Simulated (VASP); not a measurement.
# MnO2 (P6_3/mmc) in VASP: a series of runs, part 2 of 2

VASP 6.6.1. The steps go on from the part before.

## 4. Single point, PBEsol, collinear spin, ferromagnetic start

INCAR

```
  ALGO = Normal
  EDIFF = 1E-6
  ENCUT = 520
  GGA = PS
  ISIF = 2
  ISMEAR = -1
  ISPIN = 2
  LASPH = True
  LCHARG = False
  LMAXMIX = 4
  LORBIT = 11
  LREAL = False
  LWAVE = False
  MAGMOM = 8 8 0 0 0 0
  NBANDS = 38
  NELM = 150
  NUPDOWN = 16.0
  PREC = Accurate
  SIGMA = 0.05
```

KPOINTS

```
k-points
0
Gamma
  9 9 3
```

POSCAR

```
MnO2
1.0
    2.8549554371      0.0000000000      0.0000000000
   -1.4274777185      2.4724639352      0.0000000000
    0.0000000000      0.0000000000     10.2217427273
Mn O
2 4
Direct
    0.0000000000      0.0000000000      0.5000000000
    0.0000000000      0.0000000000      0.0000000000
    0.6666666667      0.3333333333      0.4068564500
    0.6666666667      0.3333333333      0.0931435500
    0.3333333333      0.6666666667      0.5931435500
    0.3333333333      0.6666666667      0.9068564500
```

Potentials or basis: VASP PAW PBE potentials, release 64 (Mn_pv, O).

The run is started by

```sh
> cat potpaw_PBE.64/Mn_pv/POTCAR potpaw_PBE.64/O/POTCAR > POTCAR
> mpirun -np 1 vasp_std > vasp.out
```

OUTCAR:

```text
EDIFF = 1E-6
   ENCUT = 520
   GGA = PS
   ISIF = 2
   ISMEAR = -1
   ISPIN = 2
   LASPH = True
   LORBIT = 11
   LREAL = False
   NELM = 150
   NUPDOWN = 16.0
   PREC = Accurate

 ion  position               nearest neighbor table
   1  0.000  0.000  0.500-   3 1.90   5 1.90   5 1.90   3 1.90   3 1.90   5 1.90
   2  0.000  0.000  0.000-   4 1.90   6 1.90   6 1.90   4 1.90   4 1.90   6 1.90
   3  0.667  0.333  0.407-   1 1.90   1 1.90   1 1.90
   4  0.667  0.333  0.093-   2 1.90   2 1.90   2 1.90
   5  0.333  0.667  0.593-   1 1.90   1 1.90   1 1.90
   6  0.333  0.667  0.907-   2 1.90   2 1.90   2 1.90

  LATTYP: Found a hexagonal cell.
 ALAT       =     2.8549554371
 C/A-ratio  =     3.5803510606

  Lattice vectors:

 A1 = (   2.8549554371,   0.0000000000,   0.0000000000)
 A2 = (  -1.4274777185,   2.4724639352,   0.0000000000)
 A3 = (   0.0000000000,   0.0000000000,  10.2217427273)

[... 2135 lines left out ...]
  --------------------------------------------------------------------------------------
  -------------------------------------------------------------------------------------
  Total       45.5511786     45.5511786     19.5205176      0.0000000      0.0000000      0.0000000
  in kB     1011.4768688   1011.4768688    433.4586424      0.0000000      0.0000000      0.0000000
  external PRESSURE =     818.8041267 kB  Pullay stress =       0.0000000 kB

 VOLUME and BASIS-vectors are now :
 -----------------------------------------------------------------------------
  energy-cutoff  :      520.00
  volume of cell :       72.15
      direct lattice vectors                 reciprocal lattice vectors
     2.854955437  0.000000000  0.000000000     0.350268164  0.202227419  0.000000000
    -1.427477719  2.472463935  0.000000000     0.000000000  0.404454838  0.000000000
     0.000000000  0.000000000 10.221742727     0.000000000  0.000000000  0.097830676

 POSITION                                       TOTAL-FORCE (eV/Angst)
 -----------------------------------------------------------------------------------
      0.00000      0.00000      5.11087         0.000000     -0.000000      0.000000
      0.00000      0.00000      0.00000         0.000000     -0.000000      0.000000
      1.42748      0.82415      4.15878         0.000000     -0.000000     -4.239825
      1.42748      0.82415      0.95209        -0.000000      0.000000      4.239825
     -0.00000      1.64831      6.06296        -0.000000      0.000000      4.239825
     -0.00000      1.64831      9.26965        -0.000000     -0.000000     -4.239825
 -----------------------------------------------------------------------------------
    total drift:                               -0.000000      0.000000      0.000000

  FREE ENERGIE OF THE ION-ELECTRON SYSTEM (eV)
  ---------------------------------------------------
  free  energy   TOTEN  =       -22.0294502777 eV

  energy  without entropy=      -21.9933622998  energy(sigma->0) =      -22.01140629

 total charge

# of ion       s       p       d       tot
------------------------------------------
    1        0.337   6.368   5.338  12.043
    2        0.337   6.368   5.338  12.043
    3        1.627   3.203   0.000   4.831
    4        1.627   3.203   0.000   4.831
    5        1.627   3.203   0.000   4.831
    6        1.627   3.203   0.000   4.831
--------------------------------------------------
tot          7.184  25.549  10.676  43.409

 magnetization (x)

# of ion       s       p       d       tot
------------------------------------------
    1        0.030   0.085   4.359   4.474
    2        0.030   0.085   4.359   4.474
    3        0.055   1.193   0.000   1.248
    4        0.055   1.193   0.000   1.248
    5        0.055   1.193   0.000   1.248
    6        0.055   1.193   0.000   1.248
--------------------------------------------------
tot          0.279   4.943   8.718  13.940
```

stdout:

```text
POSCAR found type information on POSCAR MnO
 POSCAR found :  2 types and       6 ions
 scaLAPACK will be used
 -----------------------------------------------------------------------------
|                                                                             |
|                                                                             |
|     You enforced a specific xc type in the INCAR file but a different       |
|     I HOPE YOU KNOW WHAT YOU ARE DOING!                                     |
|                                                                             |
 -----------------------------------------------------------------------------

 LDA part: xc-table for (Slater+PW92), standard interpolation
 POSCAR, INCAR and KPOINTS ok, starting setup
 FFT: planning ... GRIDC
 FFT: planning ... GRID_SOFT
 FFT: planning ... GRID
 WAVECAR not read
 entering main loop
```

Run time: 2.4 min. Hardware: 1 thread of Intel Xeon Platinum 8488C (Sapphire Rapids), shared host; peak memory 0.28 GiB.

Results:

```yaml
Free_energy: -22.0295 eV
Pressure: 81.9 GPa
Largest_force: 4.240 eV/Å
Net_moment: 16.00 μB per cell
Site_moments: Mn +4.47; O +1.25 μB
Valence_electrons_inside_the_program's_atomic_spheres: Mn 12.04; O 4.83
```

Forces in eV/Å, atoms in the order of the input:
```
Mn   0.000  0.000  0.000
Mn   0.000  0.000  0.000
O    0.000  0.000 -4.240
O    0.000  0.000  4.240
O    0.000  0.000  4.240
O    0.000  0.000 -4.240
```

Caveat: the stress differs along the axes, from 43 to 101 GPa; the PAW data sets were made with another functional, which shifts forces and pressure a little; the total moment is fixed, so each spin has its own Fermi level and the state may be an excited one; the run started ferromagnetic, and an antiferromagnetic order may lie lower in energy.

## 5. Single point, PBEsol, collinear spin, ferromagnetic start

This run uses another cell than the first one, of 12.97 Å³/atom.

INCAR

```
SYSTEM = MnO2
ALGO = Normal
EDIFF = 1E-6
ENCUT = 520
GGA = PS
ISIF = 2
ISMEAR = -1
ISPIN = 2
LASPH = .True.
LCHARG = .False.
LMAXMIX = 4
LORBIT = 11
LREAL = .False.
LWAVE = .False.
MAGMOM = 4 4 0 0 0 0
NBANDS = 38
NELM = 150
PREC = Accurate
SIGMA = 0.05
```

KPOINTS

```
k-points
0
Gamma
  11 11 3
  0 0 0
```

POSCAR

```
MnO2
1.0
    2.8398596422      0.0000000000      0.0000000000
   -1.4199298211      2.4593905933      0.0000000000
    0.0000000000      0.0000000000     11.1425539909
Mn O
2 4
Direct
    0.0000000000      0.0000000000      0.5000000000
    0.0000000000      0.0000000000      0.0000000000
    0.6666666667      0.3333333333      0.4147376065
    0.6666666667      0.3333333333      0.0852623935
    0.3333333333      0.6666666667      0.5852623935
    0.3333333333      0.6666666667      0.9147376065
```

The run is started by

```sh
> cat potpaw_PBE.64/Mn_pv/POTCAR potpaw_PBE.64/O/POTCAR > POTCAR
> mpirun -np 1 vasp_std > vasp.out
```

Run time: 6.9 min. Hardware: 1 thread of Oxide Virtual Turin-like, shared host; peak memory 0.28 GiB.

Results (log left out):

| Item | Value |
| --- | --- |
| Free energy | -50.1181 eV |
| Pressure | 0.8 GPa |
| Largest force | 0.086 eV/Å |
| Band gap on the k mesh | 0.78 eV (least direct gap 0.82 eV) |
| Net moment | 6.00 μB per cell |
| Site moments | Mn +2.82; O +0.05 μB |
| Valence electrons inside the program's atomic spheres | Mn 11.81; O 4.98 |

Forces in eV/Å, atoms in the order of the input:
```
Mn   0.000  0.000  0.000
Mn   0.000  0.000  0.000
O    0.000  0.000 -0.086
O    0.000  0.000  0.086
O    0.000  0.000  0.086
O    0.000  0.000 -0.086
```

Stress tensor (GPa, compression positive):
```
1.00 0.00 0.00
0.00 1.00 0.00
0.00 0.00 0.55
```

Levels at points of the mesh, in eV from the valence-band top:
Spin up:
```tsv
k point	band 25	band 26	band 27	band 28	band 29	band 30	band 31	band 32
(0.00, 0.00, 0.00)	-1.40	-1.40	-0.17	-0.04	2.99	2.99	2.99	2.99
```
Spin down:
```csv
k point,band 20,band 21,band 22,band 23,band 24,band 25
"(0.00, 0.00, 0.00)",-1.31,-1.31,-1.31,0.78,0.78,0.79
```

Caveat: semilocal functionals underestimate gaps, and a narrow one can read as zero; the PAW data sets were made with another functional, which shifts forces and pressure a little; the run started ferromagnetic, and an antiferromagnetic order may lie lower in energy. A k mesh can miss the band edges.

## 6. Summary

| fixed moment (μB) | cell | k mesh | pressure (GPa) | moment (μB) | largest force (eV/Å) |
| --- | --- | --- | --- | --- | --- |
| 10.0 | a = 2.855, b = 2.855, c = 10.222 Å, angles 90.0, 90.0, 120.0°, 6 atoms, atomic positions A | 9 × 9 × 3 | 28.5 | 10.00 | 1.25 |
| 12.0 | a = 2.855, b = 2.855, c = 10.222 Å, angles 90.0, 90.0, 120.0°, 6 atoms, atomic positions A | 9 × 9 × 3 | 46.9 | 12.00 | 2.73 |
| 16.0 | a = 2.855, b = 2.855, c = 10.222 Å, angles 90.0, 90.0, 120.0°, 6 atoms, atomic positions A | 9 × 9 × 3 | 81.9 | 16.00 | 4.24 |
| - | a = 2.840, b = 2.840, c = 11.143 Å, angles 90.0, 90.0, 120.0°, 6 atoms, atomic positions B | 11 × 11 × 3 | 0.8 | 6.00 | 0.09 |

Alike in all rows: task single point; level PBEsol; potentials or basis VASP PAW PBE potentials, release 64 (Mn_pv, O); spin collinear, ferromagnetic start; cutoff (eV) 520; smearing fermi-dirac 0.05 eV.

Caveats: the PAW data sets were made with another functional, which shifts forces and pressure a little; the run started ferromagnetic, and an antiferromagnetic order may lie lower in energy; the total moment is fixed, so each spin has its own Fermi level and the state may be an excited one (at least some runs); the stress differs along the axes, from 10 to 38 GPa (at least some runs); the stress differs along the axes, from 22 to 59 GPa (at least some runs); the stress differs along the axes, from 43 to 101 GPa (at least some runs); semilocal functionals underestimate gaps, and a narrow one can read as zero (at least some runs).

Absolute energies hang on the potentials; compare differences alone.
